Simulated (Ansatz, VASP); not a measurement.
**One calculation of CaO, two programs**

```
Ca O
1.0
     4.37831    0.00000    0.00000
    -2.18916    3.28330    0.00000
     0.00000    0.00000    4.61545
Ca O
2 2
Cartesian
  0.0000 2.1889 3.4616
  2.1892 1.0944 1.1539
  0.0000 2.1889 1.1539
  2.1892 1.0944 3.4616
```

Change from the starting cell: strain +e along x and -e along y +0.0733, strain +e along z and -e/2 along x and y -0.0400.

Alike in both runs: task single point; functional PBE; k mesh 9 × 9 × 6; occupations gaussian, width 0.05 eV; no spin polarisation.

```csv
,VASP,Ansatz
version,VASP 6.6.1,Ansatz 0.2.0
potentials or method,"VASP PAW PBE potentials, release 64 (Ca_sv, O), cutoff 520 eV","scalar-relativistic, plane waves, PAW"
valence electrons in the cell,32,32
```

```csv
,VASP,Ansatz,Ansatz less VASP
gap on the k mesh at the Fermi level (eV),2.98,3.00,+0.018
least direct gap on the mesh (eV),2.98,3.00,+0.018
pressure (GPa),3.1,2.5,-0.53
"traceless stress, the component that is largest in VASP (GPa)",-8.28,-7.99,+0.293
rms of the force components (eV/Å),0.500,0.477,-0.0238
```

Atom by atom the forces differ by 0.024 eV/Å (rms over components). The functional is the same, so the differences come from potentials, cutoffs and numerics.
